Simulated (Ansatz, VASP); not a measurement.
# Two plane-wave programs on Si

```
Si
1.0
     2.65107    0.00000    0.00000
    -1.32553    2.29589    0.00000
     0.00000    0.00000    4.54174
Si
2
Direct
  0.33333 0.66667 0.25000
  0.66667 0.33333 0.75000
```

Alike in both runs: functional LDA; k mesh 18 × 18 × 10; occupations gaussian, width 0.1 eV; no spin polarisation.

Ansatz relaxed the structure, and its values are those at the end. VASP's run is a single point on that final structure, the one shown.

```csv
,VASP,Ansatz
version,VASP 6.6.1,Ansatz 0.2.0
potentials or method,"VASP PAW LDA potentials, release 64 (Si), cutoff 520 eV","scalar-relativistic, plane waves, PAW"
valence electrons in the cell,8,8
```

VASP gave:

- gap on the k mesh at the Fermi level (eV): none
- pressure (GPa): 0.1

Estimate Ansatz's values.

gap on the k mesh at the Fermi level (eV): none; pressure (GPa): 0.0.

LDA's correlation is that of Perdew and Zunger in VASP and of Perdew and Wang (1992) in Ansatz. A gap of «none» marks a metal or a gap that the smearing closes.
